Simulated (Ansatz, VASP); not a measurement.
## One calculation of Zn3S, two programs

```
Zn S
1.0
    -1.77068    1.77068    5.78806
     1.77068   -1.77068    5.78806
     1.77068    1.77068   -5.78806
Zn S
3 1
Direct
  0.50000 0.50000 0.00000
  0.25000 0.75000 0.50000
  0.75000 0.25000 0.50000
  0.00000 0.00000 0.00000
```

Alike in both runs: functional PBE; k mesh 16 × 16 × 16; occupations gaussian, width 0.1 eV; no spin polarisation.

Ansatz relaxed the structure, and its values are those at the end. VASP's run is a single point on that final structure, the one shown.

```csv
,VASP,Ansatz
version,VASP 6.6.1,Ansatz 0.2.0
potentials or method,"VASP PAW PBE potentials, release 64 (Zn, S), cutoff 520 eV","scalar-relativistic, plane waves, PAW"
valence electrons in the cell,42,42
```

VASP gave:

```
gap on the k mesh at the Fermi level (eV) : none
pressure (GPa)                            : 0.2
```

Q: Estimate Ansatz's values.

A: gap on the k mesh at the Fermi level (eV): none; pressure (GPa): 0.0.

A gap of «none» marks a metal or a gap that the smearing closes. The functional is the same, so the differences come from potentials, cutoffs and numerics.
